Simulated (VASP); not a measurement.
**Hf: single point with PBE**

The system is Hf.

```
Hf
1.0
    -2.67304    2.67304    1.45642
     2.67304   -2.67304    1.45642
     2.67304    2.67304   -1.45642
Hf
2
Direct
  0.62500 0.87500 0.75000
  0.37500 0.12500 0.25000
```

```json
{
  "Program": "VASP 6.6.1",
  "Task": "single point",
  "Functional": "PBE",
  "Potentials or basis": "VASP PAW PBE potentials, release 64 (Hf_pv)",
  "Cutoff": "520 eV",
  "k mesh": "15 × 15 × 15",
  "Occupations": "fermi-dirac, width 0.08 eV",
  "Spin": "no spin polarisation"
}
```

```json
{
  "Pressure": "11.6 GPa",
  "Band gap on the k mesh": "zero (bands 10 and 11 overlap by 0.81 eV)"
}
```

Levels at points of the mesh, in eV from the Fermi level:
| k point | band 8 | band 9 | band 10 | band 11 | band 12 | band 13 |
| --- | --- | --- | --- | --- | --- | --- |
| (0.00, 0.00, 0.00) | -3.41 | -1.18 | -1.06 | 0.23 | 4.15 | 4.15 |

It took 110 s on 1 thread of AMD EPYC 9R45 (Zen 5), with other jobs on the host, peak memory 0.27 GiB.

Caveat: the cell stands under pressure; spin-orbit coupling is left out, which moves the levels of the heavy elements.
